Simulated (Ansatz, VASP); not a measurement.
# Two plane-wave programs on ZrS2

INCAR

```
SYSTEM = ZrS2
ALGO = Normal ; EDIFF = 1E-7
EDIFFG = -0.008 ; ENCUT = 450
GGA = PE ; GGA_COMPAT = .False.
IBRION = 2 ; ISIF = 2
ISMEAR = 0 ; LASPH = .True.
LCHARG = .False. ; LREAL = .False.
LWAVE = .False. ; NELM = 120
NELMIN = 4 ; NSW = 60
PREC = Accurate ; SIGMA = 0.02
```

The input KPOINTS:

```
k-points
0
Gamma
  12 12 4
  0 0 0
```

File POSCAR:

```
ZrS2
1.0
    3.6852083125      0.0000000000      0.0000000000
   -1.8426041563      3.1914840169      0.0000000000
    0.0000000000      0.0000000000      6.6903291546
Zr S
1 2
Direct
    0.0000000000      0.0000000000      0.0000000000
    0.6666666667      0.3333333333      0.7856836137
    0.3333333333      0.6666666667      0.2143163863
```

Input for Ansatz:

```yaml
crystal:
  lattice:
    - [3.6852083125, 0.0, 0.0]
    - [-1.8426041563, 3.1914840169, 0.0]
    - [0.0, 0.0, 6.6903291546]
  atoms:
    - { symbol: Zr, position: [0.0, 0.0, 0.0] }
    - { symbol: S, position: [0.6666666667, 0.3333333333, 0.7856836137] }
    - { symbol: S, position: [0.3333333333, 0.6666666667, 0.2143163863] }
basis:
  ecutwfc: 420
kpoints:
  mp_grid: { grid: [12, 12, 4] }
hamiltonian:
  xc: pbe
scf:
  occupations: { method: gaussian, width: 0.02 }
output:
  forces: true
  stress: true
  eigenvalues: true
relax:
  adjacent_minimum: "off"
  f_tol: 0.008
  max_steps: 40
```

Change from the starting cell: strain along c alone, the other axes held, atoms relaxed: -1.0 %.

Alike in both runs: task relaxation of the atoms; functional PBE; k mesh 12 × 12 × 4; occupations gaussian, width 0.02 eV; no spin polarisation.

```csv
,VASP,Ansatz
version,VASP 6.6.1,Ansatz 0.2.0
potentials or method,"VASP PAW PBE potentials, release 64 (Zr_sv, S), cutoff 450 eV","scalar-relativistic, plane waves, PAW"
valence electrons in the cell,24,24
```

|  | VASP | Ansatz | Ansatz less VASP |
| --- | --- | --- | --- |
| gap on the k mesh at the Fermi level, each at its own relaxed structure (eV) | 1.12 | 1.13 | +0.007 |

Ansatz's warnings: stress scf threshold loose.
